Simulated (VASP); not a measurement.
Input of a VASP 6.6.1 run:

INCAR

```
PREC = Accurate ; ENCUT = 520
EDIFF = 1E-6 ; ISMEAR = 0
SIGMA = 0.05 ; LREAL = False
LASPH = True ; NELM = 80
ALGO = Normal ; ISIF = 2
LWAVE = False ; LCHARG = False
GGA = PE ; NBANDS = 26
```

The input KPOINTS:

```
regular mesh
0
Gamma
  9 9 2
```

Contents of POSCAR:

```
MgO
1.0
    3.2803754002      0.0000000000      0.0000000000
   -1.6401877001      2.8408884305      0.0000000000
    0.0000000000      0.0000000000     10.5147056238
Mg O
4 4
Direct
    0.3333333333      0.6666666667      0.9694791811
    0.0000000000      0.0000000000      0.2208070585
    0.0000000000      0.0000000000      0.7208070585
    0.6666666667      0.3333333333      0.4694791811
    0.3333333333      0.6666666667      0.7800540723
   -0.0670654950      0.0000000000      0.5296578681
    0.0000000000      0.0000000000      0.0296578681
    0.6666666667      0.3333333333      0.2800540723
```

Potentials or basis: VASP PAW PBE potentials, release 64 (Mg, O).

Launch:

```bash
$ cat potpaw_PBE.64/Mg/POTCAR potpaw_PBE.64/O/POTCAR > POTCAR
$ mpirun -np 1 vasp_std > vasp.out
```

Problem. Estimate the band gap on the k mesh.

Solution. 3.37 eV.

Problem. What does it give for the pressure?

Solution. 0.5 GPa.

Stress tensor (GPa, compression positive):
```
 1.18 -2.31  1.67
-2.31  0.40 -0.90
 1.67 -0.90 -0.04
```

Caveat: the cell differs from its parent crystal (atom 6 (O) moved by -0.220 Å along [1 0 0] and +0.000 Å along [0 0 1]); forces of over 1 eV/Å act on the atoms, so gaps and moduli don't describe the material at rest.
